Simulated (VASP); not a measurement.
Wanted: the native input for a VASP 6.6.1 run.

```yaml
Task: single point
Functional: PBE
Potentials_or_basis: VASP PAW PBE potentials, release 64 (Sr_sv, Ti_sv, O)
Cutoff: 520 eV
k_mesh: 8 × 8 × 8
Occupations: gaussian, width 0.01 eV
Spin: no spin polarisation
Dipole_correction: no
Further_INCAR_settings: ALGO = Normal; EDIFF = 1e-06; NBANDS = 28
```

The structure of SrTiO3 (Tausonite) lies in POSCAR:

```
SrTiO3
1.0
    3.9192004358      0.0000000000      0.0000000000
    0.0000000000      3.9192004358      0.0000000000
    0.0000000000      0.0000000000      3.9192004358
Sr Ti O
1 1 3
Direct
    0.5000000000      0.5000000000      0.5000000000
    0.0000000000      0.0000000000      0.0000000000
    0.5000000000      0.0000000000      0.0000000000
    0.0000000000      0.5000000000      0.0000000000
    0.0000000000      0.0000000000      0.5000000000
```

These files were run (other wordings do the same):

INCAR

```
  PREC = Accurate
  ENCUT = 520
  EDIFF = 1E-6
  ISMEAR = 0
  SIGMA = 0.01
  LREAL = F
  LASPH = T
  NELM = 60
  ALGO = Normal
  ISIF = 2
  LWAVE = F
  LCHARG = F
  GGA = PE
  NBANDS = 28
```

KPOINTS

```
Automatic mesh
0
Gamma
  8 8 8
```

Potentials or basis: VASP PAW PBE potentials, release 64 (Sr_sv, Ti_sv, O).

Run with:

```console
$ cat potpaw_PBE.64/Sr_sv/POTCAR potpaw_PBE.64/Ti_sv/POTCAR potpaw_PBE.64/O/POTCAR > POTCAR
$ mpirun -np 1 vasp_std > vasp.out
```

It gave:

The pressure is 2.9 GPa and the band gap on the k mesh is 1.84 eV, indirect (least direct gap 2.20 eV).

It took 41 s on 1 thread of AMD EPYC 9R45 96-Core Processor (Zen 5) (shared host), peak memory 0.18 GiB.
